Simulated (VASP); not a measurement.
A run of VASP 6.6.1 is set up as follows.

INCAR

```
SYSTEM = LiF
PREC = Accurate ; ENCUT = 520
EDIFF = 1E-6 ; ISMEAR = 0
SIGMA = 0.05 ; LREAL = .FALSE.
LASPH = .TRUE. ; NELM = 100
ALGO = Normal ; ISIF = 2
LWAVE = .FALSE. ; LCHARG = .FALSE.
GGA = CA ; NBANDS = 18
```

File KPOINTS:

```
Automatic mesh
0
G
  9 9 6
  0 0 0
```

Contents of POSCAR:

```
LiF
1.0
    3.0150257202      0.0000000000      0.0000000000
   -1.5075128601      2.6110888668      0.0000000000
    0.0000000000      0.0000000000      4.8794344385
Li F
2 2
Direct
    0.3333333333      0.6666666667      0.3811542600
    0.6666666667      0.3333333333      0.8811542600
    0.3333333333      0.6666666667      0.9938437400
    0.6666666667      0.3333333333      0.4938437400
```

Potentials or basis: VASP PAW LDA potentials, release 64 (Li_sv, F).

Run with:

```console
$ cat potpaw_LDA.64/Li_sv/POTCAR potpaw_LDA.64/F/POTCAR > POTCAR
$ mpirun -np 1 vasp_std > vasp.out
```

Task: Estimate the largest force.

Result: 0.112 eV/Å.

Task: Predict the band gap on the k mesh.

Result: 7.70 eV.

Forces in eV/Å, atoms in the order of the input:
```
Li   0.000  0.000 -0.112
Li   0.000  0.000 -0.112
F    0.000  0.000  0.112
F    0.000  0.000  0.112
```

Caveat: the cell differs from its parent crystal (strain -0.015 along x and y, +0.015 along z); an odd mesh through Γ misses points on the zone boundary, where band edges can lie.
